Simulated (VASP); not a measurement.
A run of VASP 6.6.1 is set up as follows.

The input INCAR:

```
  PREC = Accurate
  ENCUT = 520
  EDIFF = 1E-7
  ISMEAR = -1
  SIGMA = 0.05
  LREAL = False
  LASPH = True
  NELM = 100
  ALGO = Normal
  ISIF = 2
  LWAVE = False
  LCHARG = False
  GGA = PS
  NBANDS = 17
```

KPOINTS

```
Automatic mesh
0
Gamma
  9 9 9
```

POSCAR

```
Ba
1.0
    0.0000000000      3.2577504733      3.2577504733
    3.2577504733      0.0000000000      3.2577504733
    3.2577504733      3.2577504733      0.0000000000
Ba
2
Direct
   -0.1250000000     -0.1250000000     -0.1250000000
    0.1250000000      0.1250000000      0.1250000000
```

Potentials or basis: VASP PAW PBE potentials, release 64 (Ba_sv).

Launch:

```console
$ cat potpaw_PBE.64/Ba_sv/POTCAR > POTCAR
$ mpirun -np 1 vasp_std > vasp.out
```

(1) Predict the pressure.

(2) Estimate the band gap on the k mesh.

## Answers

(1) 22.0 GPa.

(2) zero (bands 10 and 11 overlap by 0.52 eV).

Caveat: the cell stands under pressure; the PAW data sets were made with another functional, which shifts forces and pressure a little; spin-orbit coupling is left out, which moves the levels of the heavy elements.
